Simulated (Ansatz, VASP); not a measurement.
**O in VASP and in Ansatz**

```
O
1.0
     0.00000    1.86434    3.84614
     1.48148    0.00000    3.84614
     1.48148    1.86434    0.00000
O
2
Direct
  0.42110 0.42110 0.57890
  0.57890 0.57890 0.42110
```

Change from the starting cell: volume scaled by 0.96, PAW files.

Alike in both runs: task electric field gradients; functional LDA; k mesh 14 × 14 × 14; occupations fermi-dirac, width 0.08 eV; no spin polarisation.

|  | VASP | Ansatz |
| --- | --- | --- |
| version | VASP 6.6.1 | Ansatz 0.2.0 |
| potentials or method | VASP PAW LDA potentials, release 64 (O) | PAW with Ansatz's default frozen-core files, scalar-relativistic |
| plane-wave cutoff (eV) | 520 | 420 |
| valence electrons in the cell | 12 | 12 |

```tsv
	VASP	Ansatz	Ansatz less VASP
pressure (GPa)	-3.4	-7.9	-4.52
traceless stress, the component that is largest in VASP (GPa)	5.12	-4.50	-9.621
rms of the force components (eV/Å)	0.197	0.730	+0.5328
size of Vzz on the site where it differs most (V/Å²)	126.5	125.0	-1.50
```

LDA's correlation is that of Perdew and Zunger in VASP and of Perdew and Wang (1992) in Ansatz. Atom by atom the forces differ by 0.926 eV/Å (rms over components).

Noted on VASP's run: the standard files for N, O and F lose accuracy on very short bonds; spin is off for a triplet molecule.
